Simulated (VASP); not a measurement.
Cu:

```xyz
4
Lattice="2.4966 0.0000 0.0000 -1.2483 2.1621 0.0000 0.0000 0.0000 8.1502" Properties=species:S:1:pos:R:3 pbc="T T T"
Cu    1.2483    0.7207    6.1126
Cu    0.0000    0.0000    4.0751
Cu    0.0000    1.4414    2.0375
Cu    0.0000    0.0000    0.0000
```

Base run:

| Item | Value |
| --- | --- |
| Program | VASP 6.6.1 |
| Functional | PBEsol |
| Potentials or basis | VASP PAW PBE potentials, release 64 (Cu_sv_GW) |
| Cutoff | 700 eV |
| k mesh | 12 × 12 × 4 |
| Occupations | fermi-dirac, width 0.05 eV |
| Spin | no spin polarisation |

Its results: band gap on the k mesh zero (band 38 reaches 11.77 eV, above the bottom of band 39 at 6.49 eV); pressure 0.3 GPa.

**Question.** The run is repeated on the same cell with these changes: functional from PBEsol to PBE. What comes out?

**Answer.** Band gap on the k mesh zero (band 38 reaches 11.98 eV, above the bottom of band 39 at 6.67 eV); pressure 9.2 GPa.

PBE binds less tightly than PBEsol, so the same cell stands under more pressure.

Caveats: the PAW data sets were made with another functional, which shifts forces and pressure a little (some runs).
